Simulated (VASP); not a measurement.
# Hf2Si3 (P6/mmm) in VASP: further runs, part 3 of 3

VASP 6.6.1. Earlier steps stand in the parts before.

## Step 5: Single point, PBE

This run uses another cell than the first one, of 23.30 Å³/atom.

File INCAR:

```
  PREC = Accurate
  ENCUT = 520
  EDIFF = 1E-6
  ISMEAR = 0
  SIGMA = 0.1
  LREAL = F
  LASPH = T
  NELM = 100
  ALGO = Normal
  ISIF = 2
  LWAVE = F
  LCHARG = F
  GGA = PE
  NBANDS = 24
```

File KPOINTS:

```
Automatic mesh
0
Gamma
  12 12 6
```

File POSCAR:

```
Hf2Si3
1.0
    4.1438327908      0.0000000000      0.0000000000
   -2.0719163954      3.5886644659      0.0000000000
    0.0000000000      0.0000000000      7.8333131344
Hf Si
2 3
Direct
    0.0000000000      0.0000000000      0.6836387842
    0.0000000000      0.0000000000      0.3163612158
    0.3333333333      0.6666666667      0.0000000000
    0.6666666667      0.3333333333      0.0000000000
    0.0000000000      0.0000000000      0.0000000000
```

Potentials or basis: VASP PAW PBE potentials, release 64 (Hf_pv, Si).

Command:

```bash
$ cat potpaw_PBE.64/Hf_pv/POTCAR potpaw_PBE.64/Si/POTCAR > POTCAR
$ mpirun -np 1 vasp_std > vasp.out
```

OUTCAR:

```text
PREC = Accurate
   ENCUT = 520
   EDIFF = 1E-6
   ISMEAR = 0
   LREAL = F
   LASPH = T
   NELM = 100
   ISIF = 2
   GGA = PE

 ion  position               nearest neighbor table
   1  0.000  0.000  0.684-   5 2.48   2 2.88   4 3.44   3 3.44   4 3.44   3 3.44   4 3.44   3 3.44

   2  0.000  0.000  0.316-   5 2.48   1 2.88   4 3.44   3 3.44   4 3.44   3 3.44   4 3.44   3 3.44

   3  0.333  0.667  0.000-   5 2.39   4 2.39   4 2.39   5 2.39   5 2.39   4 2.39   1 3.44   2 3.44
                             1 3.44   2 3.44   1 3.44   2 3.44
   4  0.667  0.333  0.000-   3 2.39   5 2.39   3 2.39   5 2.39   5 2.39   3 2.39   1 3.44   2 3.44
                             2 3.44   1 3.44   2 3.44   1 3.44
   5  0.000  0.000  0.000-   3 2.39   4 2.39   4 2.39   3 2.39   4 2.39   3 2.39   1 2.48   2 2.48

  LATTYP: Found a hexagonal cell.
 ALAT       =     4.1438327908
 C/A-ratio  =     1.8903545413

  Lattice vectors:

 A1 = (   4.1438327908,   0.0000000000,   0.0000000000)
 A2 = (  -2.0719163954,   3.5886644659,   0.0000000000)
 A3 = (   0.0000000000,   0.0000000000,   7.8333131344)

Analysis of symmetry for initial positions (statically):
=====================================================================
 Subroutine PRICEL returns:
 Original cell was already a primitive cell.

 Routine SETGRP: Setting up the symmetry group for a
 hexagonal supercell.

 Subroutine GETGRP returns: Found 24 space group operations
 (whereof 24 operations were pure point group operations)
 out of a pool of 24 trial point group operations.

The static configuration has the point symmetry D_6h.

Analysis of symmetry for dynamics (positions and initial velocities):
=====================================================================
 Subroutine PRICEL returns:
 Original cell was already a primitive cell.

 Routine SETGRP: Setting up the symmetry group for a
 hexagonal supercell.

 Subroutine GETGRP returns: Found 24 space group operations
 (whereof 24 operations were pure point group operations)
 out of a pool of 24 trial point group operations.

The dynamic configuration has the point symmetry D_6h.

 Subroutine INISYM returns: Found 24 space group operations
 (whereof 24 operations are pure point group operations),
 and found     1 'primitive' translations

----------------------------------------------------------------------------------------

                                     Primitive cell

  volume of cell :     116.4878

  direct lattice vectors                    reciprocal lattice vectors
     4.143832791  0.000000000  0.000000000     0.241322479  0.139327598  0.000000000
    -2.071916395  3.588664466  0.000000000     0.000000000  0.278655196  0.000000000
     0.000000000  0.000000000  7.833313134     0.000000000  0.000000000  0.127659904

  length of vectors
     4.143832791  4.143832791  7.833313134     0.278655196  0.278655196  0.127659904

  position of ions in fractional coordinates (direct lattice)
     0.000000000  0.000000000  0.683638784
     0.000000000  0.000000000  0.316361216
     0.333333333  0.666666667  0.000000000
     0.666666667  0.333333333  0.000000000
[... 33 lines left out ...]

 Found     76 irreducible k-points:

 Following reciprocal coordinates:
            Coordinates               Weight
  0.000000  0.000000  0.000000      1.000000
  0.083333  0.000000  0.000000      6.000000
  0.166667  0.000000  0.000000      6.000000
  0.250000  0.000000  0.000000      6.000000
  0.333333  0.000000  0.000000      6.000000
  0.416667  0.000000  0.000000      6.000000
[... 16 lines left out ...]
  0.250000  0.000000  0.166667     12.000000
  0.333333  0.000000  0.166667     12.000000
 [... further k-points ...]
   k-points           NKPTS =     76   k-points in BZ     NKDIM =     76   number of bands    NBANDS=     24
   number of dos      NEDOS =    301   number of ions     NIONS =      5
   total plane-waves  NPLWV =  61440
   dimension x,y,z NGX =    32 NGY =   32 NGZ =   60
   dimension x,y,z NGXF=    64 NGYF=   64 NGZF=  120
   ions per type =               2   3
   NGX,Y,Z   is equivalent  to a cutoff of  12.84, 12.84, 12.73 a.u.
   NGXF,Y,Z  is equivalent  to a cutoff of  25.68, 25.68, 25.47 a.u.
 SYSTEM =  unknown system
   PREC   = accura    normal or accurate (medium, high low for compatibility)
   ISTART =      0    job   : 0-new  1-cont  2-samecut
   ICHARG =      2    charge: 1-file 2-atom 10-const
   ISPIN  =      1    spin polarized calculation?
   LNONCOLLINEAR =      F non collinear calculations
   LSORBIT =      F    spin-orbit coupling
   LASPH  =      T    aspherical Exc in radial PAW
   ENCUT  =  520.0 eV  38.22 Ry    6.18 a.u.   7.70  7.70 14.56*2*pi/ulx,y,z
   NELM   =    100;   NELMIN=  2; NELMDL= -5     # of ELM steps
   EDIFF  = 0.1E-05   stopping-criterion for ELM
   LREAL  =      F    real-space projection
   EDIFFG = 0.1E-04   stopping-criterion for IOM
   NSW    =      0    number of steps for IOM
   IBRION =     -1    ionic relax: 0-MD 1-quasi-New 2-CG
   NFREE  =      0    steps in history (QN), initial steepest desc. (CG)
   ISIF   =      2    stress and relaxation
   ISYM   =      2    0-nonsym 1-usesym 2-fastsym
   POTIM  = 0.5000    time-step for ionic-motion
   TEBEG  =    0.0;   TEEND  =   0.0 temperature during run
   PSTRESS=    0.0 pullay stress
   NELECT =      32.0000    total number of electrons
   NUPDOWN=      -1.0000    fix difference up-down
   EMIN   =  10.00;   EMAX   =-10.00  energy-range for DOS
   EFERMI =   0.00;   METHOD = LEGACY
   ISMEAR =     0;   SIGMA  =   0.10  broadening in eV -4-tet -1-fermi 0-gaus
   EFERMI_NEDOS =   21; number of points for ismear=-14 and -15
   IALGO  =     38    algorithm
   IMIX   =      4    mixing-type and parameters
     AMIX     =   0.40;   BMIX     =  1.00
     AMIX_MAG =   1.60;   BMIX_MAG =  1.00
  volume/ion in A,a.u.               =      23.30       157.22
  Fermi-wavevector in a.u.,A,eV,Ry     =   1.064220  2.011084 15.409463  1.132564
  Thomas-Fermi vector in A             =   2.199731
   LORBIT       =      0    0 simple, 1 ext, 2 COOP (PROOUT), +10 PAW based schemes
   GGA     = PE    functional components
   LHFCALC =     F    Hartree Fock is set to
   AEXX    =    0.0000 exact exchange contribution
   IVDW    =     0    specifies the selected vdW correction
   LEPSILON=     F    determine dielectric tensor
   LRPA    =     F    only Hartree local field effects (RPA)
 non-spin polarized calculation
 Gauss-broadening in eV      SIGMA  =   0.10
  energy-cutoff  :      520.00
  volume of cell :      116.49
 maximum number of plane-waves:      3179
 NGX is ok and might be reduce to    32
   NGX = 15   NGY = 15   NGZ = 29

 number of electron      31.9999996 magnetization

 Free energy of the ion-electron system (eV)
  ---------------------------------------------------
  ext. energy  EPLUGINS =         0.00000000
  ---------------------------------------------------
  free energy    TOTEN  =       -30.41618856 eV

  energy without entropy =      -30.38592298  energy(sigma->0) =      -30.40105577

 E-fermi :   4.9887     XC(G=0):  -9.7486

 val. band max:        4.9880624853   @ k =   0.3333   0.1667   0.5000
 cond. band min:       4.9900220713   @ k =   0.5000   0.0000   0.0000
 fundamental gap:      0.0019595861
 Fermi energy:         4.9886866217

 k-point     1 :       0.0000    0.0000    0.0000
  band No.  band energies     occupation
      1     -26.8644      2.00000
      2     -26.8422      2.00000
      3     -26.8422      2.00000
      4     -26.7911      2.00000
      5     -26.7911      2.00000
      6     -26.3872      2.00000
[... 637 lines left out ...]
     23       7.4485      0.00000
     24       7.5151      0.00000

 [... further k-points ...]

------------------------ aborting loop because EDIFF is reached ----------------------------------------

  FORCE on cell =-STRESS in cart. coord.  units (eV):
  Direction    XX          YY          ZZ          XY          YZ          ZX
  --------------------------------------------------------------------------------------
  -------------------------------------------------------------------------------------
  Total       -0.1464863     -0.1464863     -0.2181505      0.0000000     -0.0000000      0.0000000
  in kB       -2.0147772     -2.0147772     -3.0004485      0.0000000     -0.0000000      0.0000000
  external PRESSURE =      -2.3433343 kB  Pullay stress =       0.0000000 kB

 VOLUME and BASIS-vectors are now :
 -----------------------------------------------------------------------------
  energy-cutoff  :      520.00
  volume of cell :      116.49
      direct lattice vectors                 reciprocal lattice vectors
     4.143832791  0.000000000  0.000000000     0.241322479  0.139327598  0.000000000
    -2.071916395  3.588664466  0.000000000     0.000000000  0.278655196  0.000000000
     0.000000000  0.000000000  7.833313134     0.000000000  0.000000000  0.127659904

 POSITION                                       TOTAL-FORCE (eV/Angst)
 -----------------------------------------------------------------------------------
      0.00000      0.00000      5.35516        -0.000000     -0.000000     -0.003619
      0.00000      0.00000      2.47816         0.000000     -0.000000      0.003619
     -0.00000      2.39244      0.00000         0.000000      0.000000      0.000000
      2.07192      1.19622      0.00000        -0.000000     -0.000000      0.000000
      0.00000      0.00000      0.00000         0.000000      0.000000      0.000000
 -----------------------------------------------------------------------------------
    total drift:                                0.000000     -0.000000     -0.000000

  FREE ENERGIE OF THE ION-ELECTRON SYSTEM (eV)
  ---------------------------------------------------
  free  energy   TOTEN  =       -30.4161885558 eV

  energy  without entropy=      -30.3859229791  energy(sigma->0) =      -30.40105577
```

stdout:

```text
POSCAR found type information on POSCAR HfSi
 POSCAR found :  2 types and       5 ions
 scaLAPACK will be used
 LDA part: xc-table for (Slater+PW92), standard interpolation
 POSCAR, INCAR and KPOINTS ok, starting setup
 FFT: planning ... GRIDC
 FFT: planning ... GRID_SOFT
 FFT: planning ... GRID
 WAVECAR not read
 entering main loop
```

It took 2.2 min on 1 thread of Intel Xeon 6975P-C (Granite Rapids), shared host; peak memory 0.35 GiB.

Results:

* Free energy: -30.4162 eV
* Pressure: -0.2 GPa
* Largest force: 0.004 eV/Å
* Band gap on the k mesh: zero (bands 16 and 17 overlap by 1.76 eV)

Forces in eV/Å, atoms in the order of the input:
```
Hf   0.000  0.000 -0.004
Hf   0.000  0.000  0.004
Si   0.000  0.000  0.000
Si   0.000  0.000  0.000
Si   0.000  0.000  0.000
```

Stress tensor (GPa, compression positive):
```
-0.20  0.00  0.00
 0.00 -0.20  0.00
 0.00  0.00 -0.30
```

Levels at points of the mesh, in eV from the Fermi level:
```csv
k point,band 13,band 14,band 15,band 16,band 17,band 18,band 19,band 20
"(0.00, 0.00, 0.00)",-3.91,-3.00,-1.32,-1.08,0.89,0.89,0.97,0.97
"(0.50, 0.00, 0.00)",-1.81,-1.05,-0.71,0.00,0.66,0.71,1.17,2.04
"(0.00, 0.00, 0.50)",-2.71,-2.40,-1.56,-1.33,-1.32,0.26,0.26,0.46
"(0.50, 0.00, 0.50)",-1.44,-1.02,-0.27,-0.05,0.37,1.43,2.25,2.29
```

Caveat: spin-orbit coupling is left out, which moves the levels of the heavy elements.

## Step 6: Relaxation of cell and atoms, PBE

This run uses another cell than the first one, of 23.17 Å³/atom.

File INCAR:

```
SYSTEM = Hf2Si3
PREC = Accurate ; ENCUT = 600
EDIFF = 1E-6 ; ISMEAR = 0
SIGMA = 0.1 ; LREAL = .FALSE.
LASPH = .TRUE. ; NELM = 100
ALGO = Normal ; ISIF = 3
LWAVE = .FALSE. ; LCHARG = .FALSE.
GGA = PE ; IBRION = 2
NSW = 100 ; EDIFFG = -0.01
```

File KPOINTS:

```
Automatic mesh
0
G
  12 12 6
  0 0 0
```

File POSCAR:

```
Hf2Si3
1.0
    4.1442166618      0.0000000000      0.0000000000
   -2.0721083309      3.5889969079      0.0000000000
    0.0000000000      0.0000000000      7.7897998795
Hf Si
2 3
Direct
    0.0000000000      0.0000000000      0.6823082704
    0.0000000000      0.0000000000      0.3176917296
    0.3333333333      0.6666666667      0.0000000000
    0.6666666667      0.3333333333      0.0000000000
    0.0000000000      0.0000000000      0.0000000000
```

Potentials or basis: VASP PAW PBE potentials, release 64 (Hf_pv, Si).

Command:

```bash
$ cat potpaw_PBE.64/Hf_pv/POTCAR potpaw_PBE.64/Si/POTCAR > POTCAR
$ mpirun -np 1 vasp_std > vasp.out
```

Wall time 5.6 min (1 thread of Intel Xeon 6975P-C (Granite Rapids), shared host); peak memory 0.42 GiB.

The run converged. Its results:

| Property | Result |
| --- | --- |
| Free energy | -30.4168 eV |
| Relaxed volume | 23.21 Å³/atom |
| Relaxed cell | a = 4.140 Å, b = 4.140 Å, c = 7.818 Å, α = 90.00°, β = 90.00°, γ = 120.00° |
| Space group after relaxing (to 0.1 Å) | P6/mmm (No. 191) |
| Energy gained by relaxing | 0.3 meV/atom |
| Ionic steps | 4 |
| Pressure after relaxing | 0.0 GPa |
| Largest force after relaxing | 0.003 eV/Å |
| Band gap on the k mesh | zero (bands 16 and 17 overlap by 1.75 eV) |

Forces on the atoms (eV/Å):
```
Hf   0.000  0.000 -0.003
Hf   0.000  0.000  0.003
Si   0.000  0.000  0.000
Si   0.000  0.000  0.000
Si   0.000  0.000  0.000
```

The path:
```
step  energy change (eV)  largest force (eV/Å)  pressure (GPa)  volume (Å³)
   1              0.0000                0.0960            0.05       115.86
   2             -0.0013                0.0528            0.01       115.97
   3             -0.0014                0.0371            0.00       116.02
   4             -0.0015                0.0035            0.02       116.04
```

Final structure:
```
Hf Si
1.0
     4.13973    0.00000    0.00000
    -2.06987    3.58511    0.00000
     0.00000    0.00000    7.81846
Hf Si
2 3
Direct
  0.00000 0.00000 0.68344
  0.00000 0.00000 0.31656
  0.33333 0.66667 0.00000
  0.66667 0.33333 0.00000
  0.00000 0.00000 0.00000
```

Levels at points of the mesh, in eV from the Fermi level:
```tsv
k point	band 12	band 13	band 14	band 15	band 16	band 17	band 18	band 19	band 20
(0.00, 0.00, 0.00)	-3.92	-3.92	-3.00	-1.31	-1.07	0.89	0.89	0.98	0.98
(0.50, 0.00, 0.00)	-3.60	-1.81	-1.05	-0.71	0.00	0.65	0.72	1.17	2.05
(0.00, 0.00, 0.50)	-3.91	-2.71	-2.40	-1.55	-1.33	-1.30	0.25	0.25	0.46
(0.50, 0.00, 0.50)	-3.65	-1.44	-1.02	-0.28	-0.04	0.38	1.44	2.29	2.33
```

Caveat: spin-orbit coupling is left out, which moves the levels of the heavy elements.

## Step 7: The runs side by side

| task | cell | k mesh | cutoff (eV) | gap on the mesh (eV) | pressure (GPa) | relaxed volume (Å³/atom) | largest force (eV/Å) |
| --- | --- | --- | --- | --- | --- | --- | --- |
| single point | a = 3.732, b = 3.732, c = 7.053 Å, angles 90.0, 90.0, 120.0°, 5 atoms, atomic positions A | 6 × 6 × 4 | 520 | none | 56.2 | - | 12.43 |
| single point | a = 4.144, b = 4.144, c = 7.790 Å, angles 90.0, 90.0, 120.0°, 5 atoms, atomic positions B | 6 × 6 × 4 | 520 | none | -0.1 | - | 0.01 |
| relaxation of cell and atoms | relaxed from a = 3.732, b = 3.732, c = 7.053 Å, angles 90.0, 90.0, 120.0°, 5 atoms, atomic positions A | 6 × 6 × 4 | 600 | none | 0.0 | 23.12 | 0.02 |
| single point | a = 4.144, b = 4.144, c = 7.833 Å, angles 90.0, 90.0, 120.0°, 5 atoms, atomic positions C | 12 × 12 × 6 | 520 | none | -0.2 | - | - |
| relaxation of cell and atoms | relaxed from a = 4.144, b = 4.144, c = 7.790 Å, angles 90.0, 90.0, 120.0°, 5 atoms, atomic positions B | 12 × 12 × 6 | 600 | none | 0.0 | 23.21 | - |

Alike in all rows: level PBE; potentials or basis VASP PAW PBE potentials, release 64 (Hf_pv, Si); no spin polarisation; smearing gaussian 0.1 eV.

Caveats: spin-orbit coupling is left out, which moves the levels of the heavy elements; the cell stands under pressure (at least some runs); forces of over 1 eV/Å act on the atoms, so gaps and moduli don't describe the material at rest (at least some runs); the volume moved by over 15 % at a fixed basis, so the end points are rough (at least some runs).

Absolute energies hang on the potentials; compare differences alone.
